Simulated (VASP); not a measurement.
# Cs2InAgCl6 (Fm-3m) in VASP: further runs

Runs on Cs2InAgCl6. Level: LDA. Tasks: single point.

Program: VASP 6.6.1. These are calculated values, not measurements. Logs are shortened: lines on timing, memory, paths and dates and some standing lists are left out, and cuts for length are marked.

**What was measured.**

“Cs2InAgCl6: A new lead-free halide double perovskite with direct band gap”, 2016, arxiv:1611.05426 reports, for a powder of Cs2InAgCl6: band gap 3.3 eV (optical).

How close the calculation comes is told below.

## (1) The cell of the first run

It takes space group Fm-3m (No. 225, cubic). The conventional cell has a = 10.200 Å, b = 10.200 Å, c = 10.200 Å, α = 90.00°, β = 90.00°, γ = 90.00°. Cs (site symmetry -43m) has 12 Cl at 3.61 Å and 4 In at 4.42 Å and 4 Ag at 4.42 Å within 4.7 Å. Within 3.2 Å of In (site symmetry m-3m) lie 6 Cl at 2.45 Å. Ag (site symmetry m-3m) has 6 Cl at 2.65 Å within 3.5 Å. Cl (site symmetry 4mm) has 1 In at 2.45 Å and 1 Ag at 2.65 Å within 3.2 Å.

## (2) Single point, LDA

Contents of INCAR:

```
PREC = Accurate
ENCUT = 500
EDIFF = 1E-6
ISMEAR = 0
SIGMA = 0.01
LREAL = F
LASPH = T
NELM = 120
ALGO = Normal
ISIF = 2
LWAVE = F
LCHARG = T
GGA = CA
LELF = T
LVHAR = T
NBANDS = 53
GGA_COMPAT = F
```

Contents of KPOINTS:

```
Automatic mesh
0
Gamma
  4 4 4
```

Contents of POSCAR:

```
Cs2InAgCl6
1.0
    0.0000000000      5.1002224085      5.1002224085
    5.1002224085      0.0000000000      5.1002224085
    5.1002224085      5.1002224085      0.0000000000
Cs In Ag Cl
2 1 1 6
Direct
    0.2500000000      0.2500000000      0.2500000000
    0.7500000000      0.7500000000      0.7500000000
    0.0000000000      0.0000000000      0.0000000000
    0.5000000000      0.5000000000      0.5000000000
    0.7602100000      0.2397900000      0.2397900000
    0.2397900000      0.7602100000      0.2397900000
    0.2397900000      0.7602100000      0.7602100000
    0.7602100000      0.2397900000      0.7602100000
    0.2397900000      0.2397900000      0.7602100000
    0.7602100000      0.7602100000      0.2397900000
```

Potentials or basis: VASP PAW LDA potentials, release 64 (Cs_sv, In_d, Ag, Cl).

Run with:

```console
$ cat potpaw_LDA.64/Cs_sv/POTCAR potpaw_LDA.64/In_d/POTCAR potpaw_LDA.64/Ag/POTCAR potpaw_LDA.64/Cl/POTCAR > POTCAR
$ mpirun -np 1 vasp_std > vasp.out
```

OUTCAR:

```text
PREC = Accurate
   ENCUT = 500
   EDIFF = 1E-6
   ISMEAR = 0
   LREAL = F
   LASPH = T
   NELM = 120
   ISIF = 2
   GGA = CA

 ion  position               nearest neighbor table
   1  0.250  0.250  0.250-
   2  0.750  0.750  0.750-
   3  0.000  0.000  0.000-   5 2.45   6 2.45   7 2.45   8 2.45   9 2.45  10 2.45
   4  0.500  0.500  0.500-   5 2.65   6 2.65   7 2.65   8 2.65   9 2.65  10 2.65
   5  0.760  0.240  0.240-   3 2.45   4 2.65
   6  0.240  0.760  0.240-   3 2.45   4 2.65
   7  0.240  0.760  0.760-   3 2.45   4 2.65
   8  0.760  0.240  0.760-   3 2.45   4 2.65
   9  0.240  0.240  0.760-   3 2.45   4 2.65
  10  0.760  0.760  0.240-   3 2.45   4 2.65

  LATTYP: Found a face centered cubic cell.
 ALAT       =    10.2004448170

  Lattice vectors:

 A1 = (   0.0000000000,   5.1002224085,   5.1002224085)
 A2 = (   5.1002224085,   0.0000000000,   5.1002224085)
 A3 = (   5.1002224085,   5.1002224085,   0.0000000000)

Analysis of symmetry for initial positions (statically):
=====================================================================
 Subroutine PRICEL returns:
 Original cell was already a primitive cell.

 Routine SETGRP: Setting up the symmetry group for a
 face centered cubic supercell.

 Subroutine GETGRP returns: Found 48 space group operations
 (whereof 48 operations were pure point group operations)
 out of a pool of 48 trial point group operations.

The static configuration has the point symmetry O_h .

Analysis of symmetry for dynamics (positions and initial velocities):
=====================================================================
 Subroutine PRICEL returns:
 Original cell was already a primitive cell.

 Routine SETGRP: Setting up the symmetry group for a
 face centered cubic supercell.

 Subroutine GETGRP returns: Found 48 space group operations
 (whereof 48 operations were pure point group operations)
 out of a pool of 48 trial point group operations.

The dynamic configuration has the point symmetry O_h .

 Subroutine INISYM returns: Found 48 space group operations
 (whereof 48 operations are pure point group operations),
 and found     1 'primitive' translations

----------------------------------------------------------------------------------------
[... 97 lines left out ...]
   NFREE  =      0    steps in history (QN), initial steepest desc. (CG)
   ISIF   =      2    stress and relaxation
   ISYM   =      2    0-nonsym 1-usesym 2-fastsym
   POTIM  = 0.5000    time-step for ionic-motion
   TEBEG  =    0.0;   TEEND  =   0.0 temperature during run
   PSTRESS=    0.0 pullay stress
   NELECT =      84.0000    total number of electrons
   NUPDOWN=      -1.0000    fix difference up-down
   EMIN   =  10.00;   EMAX   =-10.00  energy-range for DOS
   EFERMI =   0.00;   METHOD = LEGACY
   ISMEAR =     0;   SIGMA  =   0.01  broadening in eV -4-tet -1-fermi 0-gaus
   EFERMI_NEDOS =   21; number of points for ismear=-14 and -15
   IALGO  =     38    algorithm
   IMIX   =      4    mixing-type and parameters
     AMIX     =   0.40;   BMIX     =  1.00
     AMIX_MAG =   1.60;   BMIX_MAG =  1.00
  volume/ion in A,a.u.               =      26.53       179.06
  Fermi-wavevector in a.u.,A,eV,Ry     =   1.115755  2.108471 16.938016  1.244909
  Thomas-Fermi vector in A             =   2.252363
   LORBIT       =      0    0 simple, 1 ext, 2 COOP (PROOUT), +10 PAW based schemes
   GGA     = CA    functional components
   LHFCALC =     F    Hartree Fock is set to
   AEXX    =    0.0000 exact exchange contribution
   IVDW    =     0    specifies the selected vdW correction
   LEPSILON=     F    determine dielectric tensor
   LRPA    =     F    only Hartree local field effects (RPA)
 non-spin polarized calculation
 Gauss-broadening in eV      SIGMA  =   0.01
  energy-cutoff  :      500.00
  volume of cell :      265.34
 maximum number of plane-waves:      6754
 NGX is ok and might be reduce to    54
   NGX = 27   NGY = 27   NGZ = 27

 number of electron      83.9999982 magnetization

 Free energy of the ion-electron system (eV)
  ---------------------------------------------------
  ext. energy  EPLUGINS =         0.00000000
  ---------------------------------------------------
  free energy    TOTEN  =       -36.66284056 eV

  energy without entropy =      -36.66284056  energy(sigma->0) =      -36.66284056

 E-fermi :   2.0696     XC(G=0):  -9.3896

 val. band max:        1.9554588246   @ k =   0.0000   0.0000   0.0000
 cond. band min:       2.9819294268   @ k =   0.0000   0.0000   0.0000
 fundamental gap:      1.0264706022
 Fermi energy:         2.0695889313

 k-point     1 :       0.0000    0.0000    0.0000
  band No.  band energies     occupation
      1     -17.7691      2.00000
      2     -17.7359      2.00000
      3     -12.9172      2.00000
      4     -12.9172      2.00000
      5     -12.8240      2.00000
      6     -12.1305      2.00000
[... 437 lines left out ...]
     52       9.1896      0.00000
     53       9.2227      0.00000

------------------------ aborting loop because EDIFF is reached ----------------------------------------

  FORCE on cell =-STRESS in cart. coord.  units (eV):
  Direction    XX          YY          ZZ          XY          YZ          ZX
  --------------------------------------------------------------------------------------
  -------------------------------------------------------------------------------------
  Total        1.3546425      1.3546425      1.3546425      0.0000000      0.0000000     -0.0000000
  in kB        8.1797105      8.1797105      8.1797105      0.0000000      0.0000000     -0.0000000
  external PRESSURE =       8.1797105 kB  Pullay stress =       0.0000000 kB

 VOLUME and BASIS-vectors are now :
 -----------------------------------------------------------------------------
  energy-cutoff  :      500.00
  volume of cell :      265.34
      direct lattice vectors                 reciprocal lattice vectors
     0.000000000  5.100222408  5.100222408    -0.098034940  0.098034940  0.098034940
     5.100222408  0.000000000  5.100222408     0.098034940 -0.098034940  0.098034940
     5.100222408  5.100222408  0.000000000     0.098034940  0.098034940 -0.098034940

 POSITION                                       TOTAL-FORCE (eV/Angst)
 -----------------------------------------------------------------------------------
      2.55011      2.55011      2.55011        -0.000000     -0.000000     -0.000000
      7.65033      7.65033      7.65033         0.000000      0.000000      0.000000
      0.00000      0.00000      0.00000        -0.000000      0.000000      0.000000
      5.10022      5.10022      5.10022        -0.000000      0.000000      0.000000
      2.44596      5.10022      5.10022         0.715578      0.000000      0.000000
      5.10022      2.44596      5.10022        -0.000000      0.715578      0.000000
      7.75448      5.10022      5.10022        -0.715578      0.000000      0.000000
      5.10022      7.75448      5.10022        -0.000000     -0.715578      0.000000
      5.10022      5.10022      2.44596        -0.000000      0.000000      0.715578
      5.10022      5.10022      7.75448        -0.000000      0.000000     -0.715578
 -----------------------------------------------------------------------------------
    total drift:                                0.000000      0.000000     -0.000000

  FREE ENERGIE OF THE ION-ELECTRON SYSTEM (eV)
  ---------------------------------------------------
  free  energy   TOTEN  =       -36.6628405626 eV

  energy  without entropy=      -36.6628405626  energy(sigma->0) =      -36.66284056
```

It took 69 s on 1 thread of Intel Xeon 6975P-C (Granite Rapids), shared host; peak memory 0.37 GiB.

Results:

* Free energy: -36.6628 eV
* Pressure: 0.8 GPa
* Largest force: 0.716 eV/Å
* Band gap on the k mesh: 1.03 eV

Forces on the atoms (eV/Å):
```
Cs   0.000  0.000  0.000
Cs   0.000  0.000  0.000
In   0.000  0.000  0.000
Ag   0.000  0.000  0.000
Cl   0.716  0.000  0.000
Cl   0.000  0.716  0.000
Cl  -0.716  0.000  0.000
Cl   0.000 -0.716  0.000
Cl   0.000  0.000  0.716
Cl   0.000  0.000 -0.716
```

Caveat: spin-orbit coupling is left out, which moves the levels of the heavy elements.

## (3) Single point, LDA

This run uses another cell than the first one, of 27.25 Å³/atom.

INCAR, as its differences from that of step 2:

```diff
@@ -11,6 +11,4 @@
 LWAVE = F
-LCHARG = T
+LCHARG = F
 GGA = CA
-LELF = T
-LVHAR = T
 NBANDS = 53
```

Contents of KPOINTS:

```
regular mesh
0
Gamma
  4 4 4
```

POSCAR, as its differences from that of step 2:

```diff
@@ -2,5 +2,5 @@
 1.0
-    0.0000000000      5.1002224085      5.1002224085
-    5.1002224085      0.0000000000      5.1002224085
-    5.1002224085      5.1002224085      0.0000000000
+    0.0000000000      5.1457625182      5.1457625182
+    5.1457625182      0.0000000000      5.1457625182
+    5.1457625182      5.1457625182      0.0000000000
 Cs In Ag Cl
```

Potentials or basis: VASP PAW LDA potentials, release 64 (Cs_sv, In_d, Ag, Cl).

Run with:

```console
$ cat potpaw_LDA.64/Cs_sv/POTCAR potpaw_LDA.64/In_d/POTCAR potpaw_LDA.64/Ag/POTCAR potpaw_LDA.64/Cl/POTCAR > POTCAR
$ mpirun -np 1 vasp_std > vasp.out
```

Run time: 72 s. Hardware: 1 thread of Intel Xeon 6975P-C (Granite Rapids), shared host; peak memory 0.37 GiB.

The run converged. Its results:

| Item | Value |
| --- | --- |
| Free energy | -36.6758 eV |
| Pressure | -0.3 GPa |
| Largest force | 0.569 eV/Å |
| Band gap on the k mesh | 1.00 eV |

Forces on the atoms (eV/Å):
```
Cs   0.000  0.000  0.000
Cs   0.000  0.000  0.000
In   0.000  0.000  0.000
Ag   0.000  0.000  0.000
Cl   0.569  0.000  0.000
Cl   0.000  0.569  0.000
Cl  -0.569  0.000  0.000
Cl   0.000 -0.569  0.000
Cl   0.000  0.000  0.569
Cl   0.000  0.000 -0.569
```

Levels at points of the mesh, in eV from the valence-band top:
| k point | band 38 | band 39 | band 40 | band 41 | band 42 | band 43 | band 44 | band 45 | band 46 | band 47 |
| --- | --- | --- | --- | --- | --- | --- | --- | --- | --- | --- |
| (0.00, 0.00, 0.00) | -1.04 | -1.04 | -1.04 | 0.00 | 0.00 | 1.00 | 4.86 | 4.97 | 4.97 | 4.97 |
| (0.50, 0.00, 0.00) | -1.31 | -1.25 | -1.25 | -0.64 | -0.64 | 3.00 | 3.72 | 6.10 | 6.22 | 6.22 |
| (0.50, 0.50, 0.00) | -1.68 | -1.08 | -1.08 | -1.06 | 0.00 | 3.72 | 5.74 | 6.24 | 6.34 | 6.34 |

Caveat: spin-orbit coupling is left out, which moves the levels of the heavy elements.

(Part 1 of 2 ends here.)
